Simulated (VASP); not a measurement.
# Cu (Fm-3m) in VASP: notebook

Runs on Cu. Level: PBE. Tasks: relaxation of cell and atoms.

Everything below comes from runs of VASP 6.6.1. Logs are shortened: lines on timing, memory, paths and dates and some standing lists are left out, and cuts for length are marked.

## 1. The cell of the first run

It takes space group Fm-3m (No. 225, cubic). Conventional cell: a = 3.056 Å, b = 3.056 Å, c = 3.056 Å, α = 90.00°, β = 90.00°, γ = 90.00°. Within 2.9 Å of Cu (site symmetry m-3m) lie 12 Cu at 2.16 Å.

## 2. Relaxation of cell and atoms, PBE, target pressure 260 GPa, at which the enthalpy is minimised

INCAR

```
PREC     = Accurate       # precision mode
ENCUT    = 600            # plane-wave cutoff, eV
EDIFF    = 1E-6           # SCF threshold, eV
ISMEAR   = -1             # smearing method
SIGMA    = 0.1            # smearing width, eV
LREAL    = False          # projectors in reciprocal space
LASPH    = True           # aspherical terms in the spheres
NELM     = 80             # most SCF steps
ALGO     = Normal         # electronic algorithm
ISIF     = 3              # what is computed and relaxed
LWAVE    = False          # write WAVECAR
LCHARG   = False          # write CHGCAR
GGA      = PE             # functional
IBRION   = 2              # ionic algorithm
NSW      = 60             # ionic steps
EDIFFG   = -0.005         # ionic threshold
PSTRESS  = 2600.0
```

KPOINTS

```
regular mesh
0
Gamma
  21 21 21
```

POSCAR

```
Cu
1.0
    0.0000000000      1.5279321888      1.5279321888
    1.5279321888      0.0000000000      1.5279321888
    1.5279321888      1.5279321888      0.0000000000
Cu
1
Direct
    0.0000000000      0.0000000000      0.0000000000
```

Potentials or basis: VASP PAW PBE potentials, release 64 (Cu).

Command:

```
> cat potpaw_PBE.64/Cu/POTCAR > POTCAR
> mpirun -np 1 vasp_std > vasp.out
```

OUTCAR:

```text
PREC = Accurate
   ENCUT = 600
   EDIFF = 1E-6
   ISMEAR = -1
   LREAL = False
   LASPH = True
   NELM = 80
   ISIF = 3
   GGA = PE
   IBRION = 2
   NSW = 60
   EDIFFG = -0.005
   PSTRESS = 2600.0

 ion  position               nearest neighbor table
   1  0.000  0.000  0.000-

  LATTYP: Found a face centered cubic cell.
 ALAT       =     3.0558643776

  Lattice vectors:

 A1 = (   0.0000000000,   1.5279321888,   1.5279321888)
 A2 = (   1.5279321888,   0.0000000000,   1.5279321888)
 A3 = (   1.5279321888,   1.5279321888,   0.0000000000)

Analysis of symmetry for initial positions (statically):
=====================================================================
 Subroutine PRICEL returns:
 Original cell was already a primitive cell.

 Routine SETGRP: Setting up the symmetry group for a
 face centered cubic supercell.

 Subroutine GETGRP returns: Found 48 space group operations
 (whereof 48 operations were pure point group operations)
 out of a pool of 48 trial point group operations.

The static configuration has the point symmetry O_h .

Analysis of symmetry for dynamics (positions and initial velocities):
=====================================================================
 Subroutine PRICEL returns:
 Original cell was already a primitive cell.

 Routine SETGRP: Setting up the symmetry group for a
 face centered cubic supercell.

 Subroutine GETGRP returns: Found 48 space group operations
 (whereof 48 operations were pure point group operations)
 out of a pool of 48 trial point group operations.

The dynamic configuration has the point symmetry O_h .

 Subroutine INISYM returns: Found 48 space group operations
 (whereof 48 operations are pure point group operations),
 and found     1 'primitive' translations

----------------------------------------------------------------------------------------

                                     Primitive cell

  volume of cell :       7.1341

  direct lattice vectors                    reciprocal lattice vectors
     0.000000000  1.527932189  1.527932189    -0.327239653  0.327239653  0.327239653
     1.527932189  0.000000000  1.527932189     0.327239653 -0.327239653  0.327239653
     1.527932189  1.527932189  0.000000000     0.327239653  0.327239653 -0.327239653

  length of vectors
     2.160822424  2.160822424  2.160822424     0.566795706  0.566795706  0.566795706

  position of ions in fractional coordinates (direct lattice)
     0.000000000  0.000000000  0.000000000

  ion indices of the primitive-cell ions
   primitive index   ion index
                 1           1

----------------------------------------------------------------------------------------

 KPOINTS: regular mesh

Automatic generation of k-mesh.
 Grid dimensions read from file:
 generate k-points for:   21   21   21

 Generating k-lattice:

  Cartesian coordinates                     Fractional coordinates (reciprocal lattice)
    -0.015582841  0.015582841  0.015582841     0.047619048  0.000000000  0.000000000
     0.015582841 -0.015582841  0.015582841     0.000000000  0.047619048  0.000000000
     0.015582841  0.015582841 -0.015582841     0.000000000  0.000000000  0.047619048

  Length of vectors
     0.026990272  0.026990272  0.026990272

  Shift w.r.t. Gamma in fractional coordinates (k-lattice)
     0.000000000  0.000000000  0.000000000

 Subroutine IBZKPT returns following result:
 ===========================================

 Found    286 irreducible k-points:

 Following reciprocal coordinates:
            Coordinates               Weight
  0.000000  0.000000  0.000000      1.000000
  0.047619  0.000000  0.000000      8.000000
  0.095238  0.000000  0.000000      8.000000
  0.142857  0.000000  0.000000      8.000000
  0.190476  0.000000  0.000000      8.000000
  0.238095  0.000000  0.000000      8.000000
[... 16 lines left out ...]
 -0.428571  0.047619  0.000000     24.000000
 -0.380952  0.047619  0.000000     24.000000
 [... further k-points ...]
   k-points           NKPTS =    286   k-points in BZ     NKDIM =    286   number of bands    NBANDS=      9
   number of dos      NEDOS =    301   number of ions     NIONS =      1
   total plane-waves  NPLWV =   5832
   dimension x,y,z NGX =    18 NGY =   18 NGZ =   18
   dimension x,y,z NGXF=    36 NGYF=   36 NGZF=   36
   ions per type =               1
   NGX,Y,Z   is equivalent  to a cutoff of  13.85, 13.85, 13.85 a.u.
   NGXF,Y,Z  is equivalent  to a cutoff of  27.70, 27.70, 27.70 a.u.
 SYSTEM =  unknown system
   PREC   = accura    normal or accurate (medium, high low for compatibility)
   ISTART =      0    job   : 0-new  1-cont  2-samecut
   ICHARG =      2    charge: 1-file 2-atom 10-const
   ISPIN  =      1    spin polarized calculation?
   LNONCOLLINEAR =      F non collinear calculations
   LSORBIT =      F    spin-orbit coupling
   LASPH  =      T    aspherical Exc in radial PAW
   ENCUT  =  600.0 eV  44.10 Ry    6.64 a.u.   4.32  4.32  4.32*2*pi/ulx,y,z
   NELM   =     80;   NELMIN=  2; NELMDL= -5     # of ELM steps
   EDIFF  = 0.1E-05   stopping-criterion for ELM
   LREAL  =      F    real-space projection
   EDIFFG = -.5E-02   stopping-criterion for IOM
   NSW    =     60    number of steps for IOM
   IBRION =      2    ionic relax: 0-MD 1-quasi-New 2-CG
   NFREE  =      1    steps in history (QN), initial steepest desc. (CG)
   ISIF   =      3    stress and relaxation
   ISYM   =      2    0-nonsym 1-usesym 2-fastsym
   POTIM  = 0.5000    time-step for ionic-motion
   TEBEG  =    0.0;   TEEND  =   0.0 temperature during run
   PSTRESS= 2600.0 pullay stress
   NELECT =      11.0000    total number of electrons
   NUPDOWN=      -1.0000    fix difference up-down
   EMIN   =  10.00;   EMAX   =-10.00  energy-range for DOS
   EFERMI =   0.00;   METHOD = LEGACY
   ISMEAR =    -1;   SIGMA  =   0.10  broadening in eV -4-tet -1-fermi 0-gaus
   EFERMI_NEDOS =   21; number of points for ismear=-14 and -15
   IALGO  =     38    algorithm
   IMIX   =      4    mixing-type and parameters
     AMIX     =   0.40;   BMIX     =  1.00
     AMIX_MAG =   1.60;   BMIX_MAG =  1.00
  volume/ion in A,a.u.               =       7.13        48.14
  Fermi-wavevector in a.u.,A,eV,Ry     =   1.891291  3.574021 48.667780  3.576981
  Thomas-Fermi vector in A             =   2.932466
   LORBIT       =      0    0 simple, 1 ext, 2 COOP (PROOUT), +10 PAW based schemes
   GGA     = PE    functional components
   LHFCALC =     F    Hartree Fock is set to
   AEXX    =    0.0000 exact exchange contribution
   IVDW    =     0    specifies the selected vdW correction
   LEPSILON=     F    determine dielectric tensor
   LRPA    =     F    only Hartree local field effects (RPA)
 conjugate gradient relaxation of ions
 non-spin polarized calculation
  energy-cutoff  :      600.00
  volume of cell :        7.13
 maximum number of plane-waves:       259
 NGX is ok and might be reduce to    18
   NGX =  9   NGY =  9   NGZ =  9

--------------------------------------- Ionic step        1  -------------------------------------------

 number of electron      11.0000011 magnetization

 Free energy of the ion-electron system (eV)
  ---------------------------------------------------
  ext. energy  EPLUGINS =         0.00000000
  ---------------------------------------------------
  free energy    TOTEN  =        -1.33304540 eV

  energy without entropy =       -1.32632495  energy(sigma->0) =       -1.32968517

------------------------ aborting loop because EDIFF is reached ----------------------------------------

  FORCE on cell =-STRESS in cart. coord.  units (eV):
  Direction    XX          YY          ZZ          XY          YZ          ZX
  --------------------------------------------------------------------------------------
  -------------------------------------------------------------------------------------
  Total       11.7250578     11.7250578     11.7250578      0.0000000      0.0000000      0.0000000
  in kB     2633.1969242   2633.1969242   2633.1969242      0.0000000      0.0000000      0.0000000
  external PRESSURE =      33.1969242 kB  Pullay stress =    2600.0000000 kB

 VOLUME and BASIS-vectors are now :
 -----------------------------------------------------------------------------
  energy-cutoff  :      600.00
  volume of cell :        7.13
      direct lattice vectors                 reciprocal lattice vectors
     0.000000000  1.527932189  1.527932189    -0.327239653  0.327239653  0.327239653
     1.527932189  0.000000000  1.527932189     0.327239653 -0.327239653  0.327239653
     1.527932189  1.527932189  0.000000000     0.327239653  0.327239653 -0.327239653
[... 44 lines left out ...]
  FREE ENERGIE OF THE ION-ELECTRON SYSTEM (eV)
  ---------------------------------------------------
  free  energy   TOTEN  =        -1.5740637861 eV

  energy  without entropy=       -1.5672247608  energy(sigma->0) =       -1.57064427

  enthalpy is  TOTEN    =        10.2526234492 eV   P V=       11.8266872353

--------------------------------------- Ionic step        3  -------------------------------------------

 number of electron      11.0000011 magnetization

 Free energy of the ion-electron system (eV)
  ---------------------------------------------------
  ext. energy  EPLUGINS =         0.00000000
  ---------------------------------------------------
  free energy    TOTEN  =        -1.36679797 eV

  energy without entropy =       -1.36006181  energy(sigma->0) =       -1.36342989

 E-fermi :  16.1146     XC(G=0): -15.9243

 val. band max:       16.1097200728   @ k =   0.4762   0.2857   0.0476
 cond. band min:      16.1917050554   @ k =   0.4762   0.3333   0.0476
 fundamental gap:      0.0819849825
 Fermi energy:        16.1145991025

 k-point     1 :       0.0000    0.0000    0.0000
  band No.  band energies     occupation
      1       1.9015      2.00000
      2      10.5919      2.00000
      3      10.5919      2.00000
      4      10.5919      2.00000
      5      12.3772      2.00000
      6      12.3772      2.00000
      7      41.9696      0.00000
      8      48.9080      0.00000
      9      48.9080      0.00000

 k-point     2 :       0.0476    0.0000    0.0000
  band No.  band energies     occupation
      1       2.0221      2.00000
      2      10.5499      2.00000
      3      10.6250      2.00000
      4      10.6250      2.00000
      5      12.3611      2.00000
      6      12.3611      2.00000
      7      41.8452      0.00000
      8      47.4121      0.00000
      9      48.7745      0.00000
[... 253 lines left out ...]
 k-point    24 :      -0.3810    0.0476    0.0000
  band No.  band energies     occupation
      1       6.7802      2.00000
      2      10.5415      2.00000
      3      10.6326      2.00000
      4      11.3981      2.00000
      5      13.2184      2.00000
      6      13.7801      2.00000
      7      25.5496      0.00000
      8      40.3126      0.00000
      9      45.1040      0.00000

 [... further k-points ...]
[... 5 lines left out ...]
  --------------------------------------------------------------------------------------
  -------------------------------------------------------------------------------------
  Total       11.6122200     11.6122200     11.6122200      0.0000000     -0.0000000      0.0000000
  in kB     2600.3210089   2600.3210089   2600.3210089      0.0000000     -0.0000000      0.0000000
  external PRESSURE =       0.3210089 kB  Pullay stress =    2600.0000000 kB

 VOLUME and BASIS-vectors are now :
 -----------------------------------------------------------------------------
  energy-cutoff  :      600.00
  volume of cell :        7.15
      direct lattice vectors                 reciprocal lattice vectors
     0.000000000  1.529406595  1.529406595    -0.326924182  0.326924182  0.326924182
     1.529406595  0.000000000  1.529406595     0.326924182 -0.326924182  0.326924182
     1.529406595  1.529406595  0.000000000     0.326924182  0.326924182 -0.326924182

 POSITION                                       TOTAL-FORCE (eV/Angst)
 -----------------------------------------------------------------------------------
      0.00000      0.00000      0.00000         0.000000      0.000000     -0.000000
 -----------------------------------------------------------------------------------
    total drift:                                0.000000     -0.000000     -0.000000

  FREE ENERGIE OF THE ION-ELECTRON SYSTEM (eV)
  ---------------------------------------------------
  free  energy   TOTEN  =        -1.3667979651 eV

  energy  without entropy=       -1.3600618126  energy(sigma->0) =       -1.36342989

  enthalpy is  TOTEN    =        10.2439884803 eV   P V=       11.6107864455

 reached required accuracy - stopping structural energy minimisation
```

Run time: 42 s. Hardware: 1 thread of Intel Xeon 8259CL, shared host; peak memory 0.15 GiB.

What came out:

| Quantity | Value |
| --- | --- |
| Free energy | -1.3668 eV |
| Relaxed volume | 7.15 Å³/atom |
| Relaxed cell | a = 2.163 Å, b = 2.163 Å, c = 2.163 Å, α = 60.00°, β = 60.00°, γ = 60.00° |
| Space group after relaxing (to 0.1 Å) | Fm-3m (No. 225) |
| Energy change on relaxing (the run minimises the enthalpy) | -33.8 meV/atom |
| Ionic steps | 3 |
| Pressure after relaxing | 260.0 GPa |
| Band gap on the k mesh | zero (an odd number of electrons rules out a gap without spin polarisation) |

Step by step:
| step | energy change (eV) | largest force (eV/Å) | pressure (GPa) | volume (Å³) |
| --- | --- | --- | --- | --- |
| 1 | 0.0000 | 0.0000 | 263.32 | 7.13 |
| 2 | -0.2410 | 0.0000 | 239.55 | 7.29 |
| 3 | -0.0338 | 0.0000 | 260.03 | 7.15 |

Final structure:
```
CELL_PARAMETERS angstrom
0.00000 1.52941 1.52941
1.52941 0.00000 1.52941
1.52941 1.52941 0.00000
ATOMIC_POSITIONS crystal
Cu 0.00000 0.00000 0.00000
```

Levels at points of the mesh, in eV from the Fermi level:
```
           k point  band 3  band 4  band 5  band 6  band 7  band 8  band 9
(0.00, 0.00, 0.00)   -5.52   -5.52   -3.74   -3.74   25.86   32.79   32.79
```

Caveat: the cell is relaxed towards a set pressure, so the run minimises the enthalpy, not the energy.

(Continued in part 2 of 2.)
